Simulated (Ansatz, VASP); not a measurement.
# One calculation of AlBAs2, two programs

```xyz
4
Lattice="1.5806 0.9126 7.6502 -1.5806 0.9126 7.6502 0.0000 -1.8251 7.6502" Properties=species:S:1:pos:R:3 pbc="T T T"
Al    0.0000    0.0000    0.0000
B     0.0000    0.0000   11.4753
As    0.0000    0.0000   20.3949
As    0.0000    0.0000    2.5556
```

Change from the starting cell: species swapped into the CuRhO2 type (R-3m, No. 166).

Alike in both runs: functional PBE; k mesh 6 × 6 × 6; occupations gaussian, width 0.1 eV; no spin polarisation.

Ansatz relaxed the structure, and its values are those at the end. VASP's run is a single point on that final structure, the one shown.

|  | VASP | Ansatz |
| --- | --- | --- |
| version | VASP 6.6.1 | Ansatz 0.2.0 |
| potentials or method | VASP PAW PBE potentials, release 64 (Al, B, As), cutoff 520 eV | scalar-relativistic, plane waves, PAW |
| valence electrons in the cell | 16 | 36 |

Ansatz gave:

| Quantity | Value |
| --- | --- |
| gap on the k mesh at the Fermi level (eV) | none |
| pressure (GPa) | 0.1 |
| rms of the force components (eV/Å) | 0.008 |

Q: Estimate VASP's values.

A: gap on the k mesh at the Fermi level (eV): none; pressure (GPa): 0.4; rms of the force components (eV/Å): 0.021.

A gap of «none» marks a metal or a gap that the smearing closes. VASP's potentials hold 16 valence electrons a cell and Ansatz's 36, so a difference there can come from the potentials and not from the codes.

The k mesh is coarse, so the values compare programs but aren't converged.
